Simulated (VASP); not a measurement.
The system is SiC (3C silicon carbide).

```
Si C
1.0
     0.00000    2.18000    2.18000
     2.18000    0.00000    2.18000
     2.18000    2.18000    0.00000
Si C
1 1
Direct
  0.00000 0.00000 0.00000
  0.25000 0.25000 0.25000
```

- Program: VASP 6.6.1
- Task: relaxation of cell and atoms
- Functional: LDA
- Potentials or basis: VASP PAW LDA potentials, release 64 (Si, C)
- Cutoff: 600 eV
- k mesh: 10 × 10 × 10
- Occupations: gaussian, width 0.01 eV
- Spin: no spin polarisation

At the start: pressure -4.5 GPa; volume 10.36 Å³/atom.

How do energy, volume and symmetry change on relaxing?

Over 3 steps the energy falls by 3.0 meV/atom and the volume is 10.15 Å³/atom (-2.0 %); space group F-43m (No. 216, to 0.05 Å).

Step by step:
```tsv
step	energy change (eV)	largest force (eV/Å)	pressure (GPa)	volume (Å³)
1	0.0000	0.0000	-4.48	20.72
2	0.0010	0.0000	5.20	19.86
3	-0.0059	0.0000	-0.02	20.30
```

Final structure:
```
Si C
1.0
     0.00000    2.16529    2.16529
     2.16529    0.00000    2.16529
     2.16529    2.16529    0.00000
Si C
1 1
Cartesian
  0.0000 0.0000 0.0000
  1.0826 1.0826 1.0826
```
